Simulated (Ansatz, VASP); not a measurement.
# BaTiO3: VASP beside Ansatz

```xyz
5
Lattice="4.0040 0.0000 0.0000 0.0000 4.0040 0.0000 0.0000 0.0000 4.0040" Properties=species:S:1:pos:R:3 pbc="T T T"
Ba    2.0020    2.0020    2.0020
Ti    0.0000    0.0000    0.0000
O     2.0020    0.0000    0.0000
O     0.0000    2.0020    0.0000
O     0.0000    0.0000    2.0020
```

Alike in both runs: functional r2SCAN; k mesh 6 × 6 × 6; occupations gaussian, width 0.02 eV; no spin polarisation; Hubbard terms Ti d U = 4.0 eV.

Ansatz relaxed the structure, and its values are those at the end. VASP's run is a single point on that final structure, the one shown.

```csv
,VASP,Ansatz
version,VASP 6.6.1,Ansatz 0.2.0
potentials or method,"VASP PAW PBE potentials, release 64 (Ba_sv, Ti_sv, O_h), cutoff 910 eV","scalar-relativistic, plane waves, PAW"
valence electrons in the cell,40,40
```

|  | VASP | Ansatz | Ansatz less VASP |
| --- | --- | --- | --- |
| gap on the k mesh at the Fermi level (eV) | 2.67 | 2.66 | -0.010 |
| least direct gap on the mesh (eV) | 2.87 | 2.82 | -0.046 |

VASP's potentials were made for PBE, not for r2SCAN. The programs project onto different local orbitals, so the same U acts differently, and such runs can settle in different states.

Neither program's run includes spin-orbit coupling. Noted on VASP's run: the cutoff is short for stress, so the pressure is rough.
